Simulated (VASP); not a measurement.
# CoSi2 (MoSi2 type) (I4/mmm) in VASP: single point with PBE

Aim: the single point of CoSi2 (MoSi2 type) with PBE.

Everything below comes from runs of VASP 6.6.1. Logs are shortened: lines on timing, memory, paths and dates and some standing lists are left out, and cuts for length are marked.

## 1. The cell of the first run

Symmetry: I4/mmm, No. 139, tetragonal system. Conventional cell: a = 2.934 Å, b = 2.934 Å, c = 6.709 Å, α = 90.00°, β = 90.00°, γ = 90.00°. Within 3.0 Å of Co (site symmetry 4/mmm) lie 10 Si at 2.25 to 2.35 Å and 4 Co at 2.93 Å. Si (site symmetry 4mm) has 9 Si at 2.21 to 2.93 Å and 5 Co at 2.25 to 2.35 Å within 3.0 Å.

## 2. Single point, PBE (9.63 Å³/atom)

Input file INCAR:

```
SYSTEM = CoSi2
PREC = Accurate
ENCUT = 690
EDIFF = 1E-6
ISMEAR = -1
SIGMA = 0.05
LREAL = .FALSE.
LASPH = .TRUE.
NELM = 120
ALGO = Normal
ISIF = 2
LWAVE = .FALSE.
LCHARG = .TRUE.
GGA = PE
LELF = .TRUE.
LVHAR = .TRUE.
NBANDS = 20
GGA_COMPAT = .FALSE.
```

Input file KPOINTS:

```
Automatic mesh
0
G
  14 14 14
  0 0 0
```

Input file POSCAR:

```
CoSi2
1.0
   -1.4671492580      1.4671492580      3.3545524148
    1.4671492580     -1.4671492580      3.3545524148
    1.4671492580      1.4671492580     -3.3545524148
Co Si
1 2
Direct
    0.0000000000      0.0000000000      0.0000000000
    0.3352097134      0.3352097134      0.0000000000
   -0.3352097134     -0.3352097134      0.0000000000
```

Potentials or basis: VASP PAW PBE potentials, release 64 (Co_sv, Si).

Run with:

```bash
cat potpaw_PBE.64/Co_sv/POTCAR potpaw_PBE.64/Si/POTCAR > POTCAR
mpirun -np 1 vasp_std > vasp.out
```

OUTCAR:

```text
SYSTEM = CoSi2
   PREC = Accurate
   ENCUT = 690
   EDIFF = 1E-6
   ISMEAR = -1
   LREAL = .FALSE.
   LASPH = .TRUE.
   NELM = 120
   ISIF = 2
   GGA = PE

 ion  position               nearest neighbor table
   1  0.000  0.000  0.000-   2 2.25   3 2.25   3 2.35   2 2.35   3 2.35   3 2.35   3 2.35   2 2.35
                             2 2.35   2 2.35
   2  0.335  0.335  0.000-   3 2.21   1 2.25   1 2.35   1 2.35   1 2.35   1 2.35   3 2.37   3 2.37
                             3 2.37   3 2.37
   3  0.665  0.665  0.000-   2 2.21   1 2.25   1 2.35   1 2.35   1 2.35   1 2.35   2 2.37   2 2.37
                             2 2.37   2 2.37

  LATTYP: Found a body centered tetragonal cell.
 ALAT       =     2.9342985160
 C/A-ratio  =     2.2864424983

  Lattice vectors:

 A1 = (  -1.4671492580,   1.4671492580,   3.3545524148)
 A2 = (   1.4671492580,  -1.4671492580,   3.3545524148)
 A3 = (   1.4671492580,   1.4671492580,  -3.3545524148)

Analysis of symmetry for initial positions (statically):
=====================================================================
 Subroutine PRICEL returns:
 Original cell was already a primitive cell.

 Routine SETGRP: Setting up the symmetry group for a
 body centered tetragonal supercell.

 Subroutine GETGRP returns: Found 16 space group operations
 (whereof 16 operations were pure point group operations)
 out of a pool of 16 trial point group operations.

The static configuration has the point symmetry D_4h.

Analysis of symmetry for dynamics (positions and initial velocities):
=====================================================================
 Subroutine PRICEL returns:
 Original cell was already a primitive cell.

 Routine SETGRP: Setting up the symmetry group for a
 body centered tetragonal supercell.

 Subroutine GETGRP returns: Found 16 space group operations
 (whereof 16 operations were pure point group operations)
 out of a pool of 16 trial point group operations.

The dynamic configuration has the point symmetry D_4h.

 Subroutine INISYM returns: Found 16 space group operations
 (whereof 16 operations are pure point group operations),
 and found     1 'primitive' translations

----------------------------------------------------------------------------------------

                                     Primitive cell

  volume of cell :      28.8831

  direct lattice vectors                    reciprocal lattice vectors
    -1.467149258  1.467149258  3.354552415     0.000000000  0.340796955  0.149051181
     1.467149258 -1.467149258  3.354552415     0.340796955  0.000000000  0.149051181
     1.467149258  1.467149258 -3.354552415     0.340796955  0.340796955  0.000000000

  length of vectors
     3.944372674  3.944372674  3.944372674     0.371966153  0.371966153  0.481959676

  position of ions in fractional coordinates (direct lattice)
     0.000000000  0.000000000  0.000000000
     0.335209713  0.335209713  0.000000000
     0.664790287  0.664790287  0.000000000

  ion indices of the primitive-cell ions
   primitive index   ion index
                 1           1
                 2           2
                 3           3

----------------------------------------------------------------------------------------

 KPOINTS: Automatic mesh

Automatic generation of k-mesh.
 Grid dimensions read from file:
 generate k-points for:   14   14   14

 Generating k-lattice:

  Cartesian coordinates                     Fractional coordinates (reciprocal lattice)
     0.000000000  0.024342640  0.010646513     0.071428571 -0.000000000  0.000000000
     0.024342640  0.000000000  0.010646513    -0.000000000  0.071428571  0.000000000
     0.024342640  0.024342640  0.000000000     0.000000000  0.000000000  0.071428571

  Length of vectors
     0.026569011  0.026569011  0.034425691

  Shift w.r.t. Gamma in fractional coordinates (k-lattice)
     0.000000000  0.000000000  0.000000000

 Subroutine IBZKPT returns following result:
 ===========================================

 Found    244 irreducible k-points:

 Following reciprocal coordinates:
            Coordinates               Weight
  0.000000  0.000000  0.000000      1.000000
  0.071429  0.000000  0.000000      8.000000
  0.142857  0.000000  0.000000      8.000000
  0.214286 -0.000000  0.000000      8.000000
  0.285714  0.000000 -0.000000      8.000000
  0.357143 -0.000000  0.000000      8.000000
[... 16 lines left out ...]
  0.214286  0.142857  0.000000     16.000000
  0.285714  0.142857  0.000000     16.000000
 [... further k-points ...]
   k-points           NKPTS =    244   k-points in BZ     NKDIM =    244   number of bands    NBANDS=     20
   number of dos      NEDOS =    301   number of ions     NIONS =      3
   total plane-waves  NPLWV =  46656
   dimension x,y,z NGX =    36 NGY =   36 NGZ =   36
   dimension x,y,z NGXF=    72 NGYF=   72 NGZF=   72
   ions per type =               1   2
   NGX,Y,Z   is equivalent  to a cutoff of  15.17, 15.17, 15.17 a.u.
   NGXF,Y,Z  is equivalent  to a cutoff of  30.35, 30.35, 30.35 a.u.
 SYSTEM =  CoSi2
   PREC   = accura    normal or accurate (medium, high low for compatibility)
   ISTART =      0    job   : 0-new  1-cont  2-samecut
   ICHARG =      2    charge: 1-file 2-atom 10-const
   ISPIN  =      1    spin polarized calculation?
   LNONCOLLINEAR =      F non collinear calculations
   LSORBIT =      F    spin-orbit coupling
   LASPH  =      T    aspherical Exc in radial PAW
   ENCUT  =  690.0 eV  50.71 Ry    7.12 a.u.   8.45  8.45  8.45*2*pi/ulx,y,z
   NELM   =    120;   NELMIN=  2; NELMDL= -5     # of ELM steps
   EDIFF  = 0.1E-05   stopping-criterion for ELM
   LREAL  =      F    real-space projection
   EDIFFG = 0.1E-04   stopping-criterion for IOM
   NSW    =      0    number of steps for IOM
   IBRION =     -1    ionic relax: 0-MD 1-quasi-New 2-CG
   NFREE  =      0    steps in history (QN), initial steepest desc. (CG)
   ISIF   =      2    stress and relaxation
   ISYM   =      2    0-nonsym 1-usesym 2-fastsym
   POTIM  = 0.5000    time-step for ionic-motion
   TEBEG  =    0.0;   TEEND  =   0.0 temperature during run
   PSTRESS=    0.0 pullay stress
   NELECT =      25.0000    total number of electrons
   NUPDOWN=      -1.0000    fix difference up-down
   EMIN   =  10.00;   EMAX   =-10.00  energy-range for DOS
   EFERMI =   0.00;   METHOD = LEGACY
   ISMEAR =    -1;   SIGMA  =   0.05  broadening in eV -4-tet -1-fermi 0-gaus
   EFERMI_NEDOS =   21; number of points for ismear=-14 and -15
   IALGO  =     38    algorithm
   IMIX   =      4    mixing-type and parameters
     AMIX     =   0.40;   BMIX     =  1.00
     AMIX_MAG =   1.60;   BMIX_MAG =  1.00
  volume/ion in A,a.u.               =       9.63        64.97
  Fermi-wavevector in a.u.,A,eV,Ry     =   1.560177  2.948306 33.118638  2.434151
  Thomas-Fermi vector in A             =   2.663427
   LORBIT       =      0    0 simple, 1 ext, 2 COOP (PROOUT), +10 PAW based schemes
   GGA     = PE    functional components
   LHFCALC =     F    Hartree Fock is set to
   AEXX    =    0.0000 exact exchange contribution
   IVDW    =     0    specifies the selected vdW correction
   LEPSILON=     F    determine dielectric tensor
   LRPA    =     F    only Hartree local field effects (RPA)
 non-spin polarized calculation
  energy-cutoff  :      690.00
  volume of cell :       28.88
 maximum number of plane-waves:      1209
 NGX is ok and might be reduce to    36
   NGX = 17   NGY = 17   NGZ = 17

 number of electron      24.9999998 magnetization

 Free energy of the ion-electron system (eV)
  ---------------------------------------------------
  ext. energy  EPLUGINS =         0.00000000
  ---------------------------------------------------
  free energy    TOTEN  =       -17.16244363 eV

  energy without entropy =      -17.15334973  energy(sigma->0) =      -17.15789668

 E-fermi :  16.3005     XC(G=0): -13.4735

 val. band max:       16.2819906977   @ k =  -0.2857   0.2857   0.0000
 cond. band min:      16.3081687856   @ k =  -0.4286   0.1429   0.0714
 fundamental gap:      0.0261780879
 Fermi energy:        16.3005116598

 k-point     1 :       0.0000    0.0000    0.0000
  band No.  band energies     occupation
      1     -79.5730      2.00000
      2     -43.0777      2.00000
      3     -42.8211      2.00000
      4     -42.8211      2.00000
      5      -0.6960      2.00000
      6       8.7504      2.00000
[... 12 lines left out ...]
     19      25.9195      0.00000
     20      26.7706      0.00000

 k-point     2 :       0.0714    0.0000    0.0000
  band No.  band energies     occupation
      1     -79.5728      2.00000
      2     -43.0775      2.00000
      3     -42.8226      2.00000
      4     -42.8209      2.00000
      5      -0.5924      2.00000
      6       8.7294      2.00000
[... 12 lines left out ...]
     19      26.0627      0.00000
     20      27.2422      0.00000

 k-point     3 :       0.1429    0.0000    0.0000
  band No.  band energies     occupation
      1     -79.5725      2.00000
      2     -43.0773      2.00000
      3     -42.8274      2.00000
      4     -42.8205      2.00000
      5      -0.2830      2.00000
      6       8.6624      2.00000
[... 12 lines left out ...]
     19      26.0998      0.00000
     20      26.6476      0.00000

 k-point     4 :       0.2143   -0.0000    0.0000
  band No.  band energies     occupation
      1     -79.5721      2.00000
      2     -43.0769      2.00000
      3     -42.8341      2.00000
      4     -42.8200      2.00000
      5       0.2275      2.00000
      6       8.4906      2.00000
[... 429 lines left out ...]
 k-point    23 :       0.2143    0.1429    0.0000
  band No.  band energies     occupation
      1     -79.5717      2.00000
      2     -43.0766      2.00000
      3     -42.8336      2.00000
      4     -42.8262      2.00000
      5       0.8164      2.00000
      6       7.8681      2.00000
[... 12 lines left out ...]
     19      25.6799      0.00000
     20      28.1160      0.00000

 k-point    24 :       0.2857    0.1429    0.0000
  band No.  band energies     occupation
      1     -79.5712      2.00000
      2     -43.0761      2.00000
      3     -42.8410      2.00000
      4     -42.8255      2.00000
      5       1.5654      2.00000
      6       7.4570      2.00000
[... 12 lines left out ...]
     19      26.8277      0.00000
     20      27.7377      0.00000

 [... further k-points ...]

------------------------ aborting loop because EDIFF is reached ----------------------------------------

  FORCE on cell =-STRESS in cart. coord.  units (eV):
  Direction    XX          YY          ZZ          XY          YZ          ZX
  --------------------------------------------------------------------------------------
  -------------------------------------------------------------------------------------
  Total       11.1910542     11.1910542     11.2044290      0.0000000     -0.0000000      0.0000000
  in kB      620.7809943    620.7809943    621.5229103      0.0000000     -0.0000000      0.0000000
  external PRESSURE =     621.0282996 kB  Pullay stress =       0.0000000 kB

 VOLUME and BASIS-vectors are now :
 -----------------------------------------------------------------------------
  energy-cutoff  :      690.00
  volume of cell :       28.88
      direct lattice vectors                 reciprocal lattice vectors
    -1.467149258  1.467149258  3.354552415     0.000000000  0.340796955  0.149051181
     1.467149258 -1.467149258  3.354552415     0.340796955  0.000000000  0.149051181
     1.467149258  1.467149258 -3.354552415     0.340796955  0.340796955  0.000000000

 POSITION                                       TOTAL-FORCE (eV/Angst)
 -----------------------------------------------------------------------------------
      0.00000      0.00000      0.00000         0.000000      0.000000      0.000000
      0.00000      0.00000      2.24896        -0.000000     -0.000000      0.007967
      0.00000      0.00000      4.46015         0.000000      0.000000     -0.007967
 -----------------------------------------------------------------------------------
    total drift:                               -0.000000     -0.000000      0.000000

  FREE ENERGIE OF THE ION-ELECTRON SYSTEM (eV)
  ---------------------------------------------------
  free  energy   TOTEN  =       -17.1624436290 eV

  energy  without entropy=      -17.1533497263  energy(sigma->0) =      -17.15789668
```

Wall time 7.1 min (1 thread of AMD EPYC 7R43 (Zen 3), shared host); peak memory 0.31 GiB.

What came out:

- Free energy: -17.1624 eV
- Pressure: 62.1 GPa
- Largest force: 0.008 eV/Å
- Band gap on the k mesh: zero (an odd number of electrons rules out a gap without spin polarisation)

Forces on the atoms (eV/Å):
```
Co   0.000  0.000  0.000
Si   0.000  0.000  0.008
Si   0.000  0.000 -0.008
```

Caveat: the cell stands under pressure; an odd number of electrons without spin polarisation forces a metal; a magnetic or distorted state may lie lower. Spin polarisation is off, so any magnetic state and its effect on volume and gap are missing.

The gap in the log of VASP goes by the Fermi energy; the results here count the filled bands.